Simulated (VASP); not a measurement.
Write the native input for VASP 6.6.1 that does the following.

```yaml
Task: single point
Functional: r2SCAN
Potentials_or_basis: VASP PAW PBE potentials, release 64 (Ca_sv, Se)
Cutoff: 520 eV
k_mesh: 6 × 6 × 4
Occupations: gaussian, width 0.01 eV
Spin: no spin polarisation
Dipole_correction: no
Further_INCAR_settings: ALGO = Normal; EDIFF = 1e-06; NBANDS = 24
```

Crystal: CaSe.

```
Ca Se
1.0
     5.08068    0.00000    0.00000
    -2.54034    4.33497    0.00000
     0.00000    0.00000    5.87573
Ca Se
2 2
Direct
  0.33232 0.66465 0.93750
  0.66768 0.33535 0.43750
  0.33197 0.66393 0.43750
  0.66803 0.33607 0.93750
```

This cell differs from its parent crystal: uniaxial x strain +1.5%.

The input as run:

POSCAR

```
CaSe
1.0
    5.0806806209      0.0000000000      0.0000000000
   -2.5403403104      4.3349738781      0.0000000000
    0.0000000000      0.0000000000      5.8757322638
Ca Se
2 2
Direct
    0.3323236204      0.6646472407     -0.0625000000
    0.6676763796      0.3353527593      0.4375000000
    0.3319658712      0.6639317425      0.4375000000
    0.6680341288      0.3360682575      0.9375000000
```

INCAR.step1

```
SYSTEM = CaSe
PREC = Accurate
ENCUT = 520
ISMEAR = 0
SIGMA = 0.01
LREAL = .False.
LASPH = .True.
NELM = 60
NBANDS = 24
GGA = PE
ALGO = Normal
EDIFF = 1E-4
LWAVE = .True.
LCHARG = .False.
```

INCAR.step2

```
SYSTEM = CaSe
PREC = Accurate
ENCUT = 520
EDIFF = 1E-6
ISMEAR = 0
SIGMA = 0.01
LREAL = .False.
LASPH = .True.
NELM = 60
ALGO = Normal
ISIF = 2
LWAVE = .False.
LCHARG = .False.
METAGGA = R2SCAN
LMIXTAU = .True.
NBANDS = 24
ISTART = 1
```

KPOINTS

```
regular mesh
0
Gamma
  6 6 4
  0 0 0
```

Potentials or basis: VASP PAW PBE potentials, release 64 (Ca_sv, Se).

Run with:

```bash
$ cat potpaw_PBE.64/Ca_sv/POTCAR potpaw_PBE.64/Se/POTCAR > POTCAR
$ cp INCAR.step1 INCAR
$ mpirun -np 1 vasp_std > vasp.out
$ cp INCAR.step2 INCAR
$ mpirun -np 1 vasp_std > vasp.out
```

It gave:

```json
{
  "Pressure": "-0.4 GPa",
  "Band gap on the k mesh": "2.93 eV, indirect (least direct gap 3.00 eV)"
}
```

Caveat: the cell differs from its parent crystal (uniaxial x strain +1.5%); the PAW data sets were made with another functional, which shifts forces and pressure a little.

It took 4.4 min on 1 thread of Intel(R) Xeon(R) 6975P-C (Granite Rapids) (shared host), peak memory 0.35 GiB.
